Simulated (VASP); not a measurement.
Write the native input for VASP 6.6.1 that does the following.

```
Task                   : single point
Functional             : LDA
Potentials or basis    : VASP PAW LDA potentials, release 64 (La, Sb)
Cutoff                 : 520 eV
k mesh                 : 8 × 8 × 8
Occupations            : fermi-dirac, width 0.1 eV
Spin                   : no spin polarisation
Dipole correction      : no
Further INCAR settings : ALGO = Normal; EDIFF = 1e-07; NBANDS = 15
```

The structure of LaSb lies in POSCAR:

```
LaSb
1.0
    0.0000000000      3.3016926563      3.3016926563
    3.3016926563      0.0000000000      3.3016926563
    3.3016926563      3.3016926563      0.0000000000
La Sb
1 1
Direct
    0.0000000000      0.0000000000      0.0000000000
    0.5000000000      0.5000000000      0.5000000000
```

One way to write it, as run:

INCAR

```
SYSTEM = LaSb
ALGO = Normal ; EDIFF = 1E-7
ENCUT = 520 ; GGA = CA
ISIF = 2 ; ISMEAR = -1
LASPH = .True. ; LCHARG = .False.
LREAL = .False. ; LWAVE = .False.
NBANDS = 15 ; NELM = 100
PREC = Accurate ; SIGMA = 0.1
```

KPOINTS

```
k-points
0
Gamma
  8 8 8
  0 0 0
```

Potentials or basis: VASP PAW LDA potentials, release 64 (La, Sb).

Launch:

```console
$ cat potpaw_LDA.64/La/POTCAR potpaw_LDA.64/Sb/POTCAR > POTCAR
$ mpirun -np 1 vasp_std > vasp.out
```

It gave:

```json
{"Pressure": "-4.6 GPa", "Band gap on the k mesh": "zero (band 8 reaches 6.20 eV, above the bottom of band 9 at 5.87 eV)"}
```

Caveat: spin-orbit coupling is left out, which moves the levels of the heavy elements.

It took 33 s on 1 thread of Intel(R) Xeon(R) Platinum 8375C CPU @ 2.90GHz (Ice Lake) (shared host), peak memory 0.2 GiB.
